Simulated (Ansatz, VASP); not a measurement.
One calculation of ZrB2, two programs

```
CELL_PARAMETERS angstrom
3.17000 0.00000 0.00000
-1.58500 2.74530 0.00000
0.00000 0.00000 3.53300
ATOMIC_POSITIONS crystal
Zr 0.00000 0.00000 0.00000
B 0.33333 0.66667 0.50000
B 0.66667 0.33333 0.50000
```

Alike in both runs: task single point; functional BLYP; k mesh 10 × 10 × 8; occupations fermi-dirac, width 0.05 eV; no spin polarisation.

|  | VASP | Ansatz |
| --- | --- | --- |
| version | VASP 6.6.1 | Ansatz 0.2.0 |
| potentials or method | VASP PAW PBE potentials, release 64 (Zr_sv, B) | plane waves, PAW |
| plane-wave cutoff (eV) | 520 | 420 |
| valence electrons in the cell | 18 | 18 |

Ansatz gave:

* gap on the k mesh at the Fermi level (eV): none
* pressure (GPa): 7.3
* traceless stress, the component that is largest in VASP (GPa): 3.46

**Question.** Estimate VASP's values.

**Answer.** gap on the k mesh at the Fermi level (eV): none; pressure (GPa): 7.7; traceless stress, the component that is largest in VASP (GPa): 3.58.

VASP's potentials were made for PBE, not for BLYP. A gap of «none» marks a metal or a gap that the smearing closes.
